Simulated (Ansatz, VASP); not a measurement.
One calculation of MgS, two programs

```xyz
2
Lattice="0.0000 2.5485 2.5485 2.5485 0.0000 2.5485 2.5485 2.5485 0.0000" Properties=species:S:1:pos:R:3 pbc="T T T"
S     2.5485    2.5485    2.5485
Mg    0.0000    0.0000    0.0000
```

Change from the starting cell: volume scaled by 0.94.

Alike in both runs: task single point; functional PBE; k mesh 9 × 9 × 9; occupations fermi-dirac, width 0.05 eV; no spin polarisation.

|  | VASP | Ansatz |
| --- | --- | --- |
| version | VASP 6.6.1 | Ansatz 0.2.0 |
| potentials or method | VASP PAW PBE potentials, release 64 (S, Mg), cutoff 520 eV | all-electron LAPW, scalar-relativistic |

VASP gave:

```
gap on the k mesh at the Fermi level (eV) : 3.04
least direct gap on the mesh (eV)         : 4.22
pressure (GPa)                            : 6.4
```

Q: What did Ansatz give for the same quantities?

A: gap on the k mesh at the Fermi level (eV): 3.05; least direct gap on the mesh (eV): 4.22; pressure (GPa): 6.7.

Ansatz ran all-electron here, and VASP with PAW potentials.
